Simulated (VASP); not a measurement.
A run of VASP 6.6.1:

File INCAR:

```
PREC = Accurate ; ENCUT = 600
EDIFF = 1E-6 ; ISMEAR = 0
SIGMA = 0.02 ; LREAL = False
LASPH = True ; NELM = 100
ALGO = Normal ; ISIF = 8
LWAVE = False ; LCHARG = False
GGA = CA ; IBRION = 2
NSW = 60 ; EDIFFG = -0.01
```

Contents of KPOINTS:

```
regular mesh
0
Gamma
  5 5 7
```

File POSCAR:

```
TaN
1.0
    5.1910000000      0.0000000000      0.0000000000
   -2.5955000000      4.4955378710      0.0000000000
    0.0000000000      0.0000000000      2.9080000000
Ta N
3 3
Direct
    0.0000000000      0.0000000000      0.0000000000
    0.3333333333      0.6666666667      0.5000000000
    0.6666666667      0.3333333333      0.5000000000
    0.5000000000      0.0000000000      0.0000000000
    0.0000000000      0.5000000000      0.0000000000
    0.5000000000      0.5000000000      0.0000000000
```

Potentials or basis: VASP PAW LDA potentials, release 64 (Ta_pv, N).

Launch:

```sh
$ cat potpaw_LDA.64/Ta_pv/POTCAR potpaw_LDA.64/N/POTCAR > POTCAR
$ mpirun -np 1 vasp_std > vasp.out
```

Hardware: 1 thread of Intel Xeon 8259CL, with other jobs on the host.

Problem. Estimate the wall time of this run.

Solution. Run time: 2.9 min on 1 thread of Intel Xeon 8259CL (shared host), peak memory 0.2 GiB. Counts: scf iterations 30, k points 20, ion steps 3.
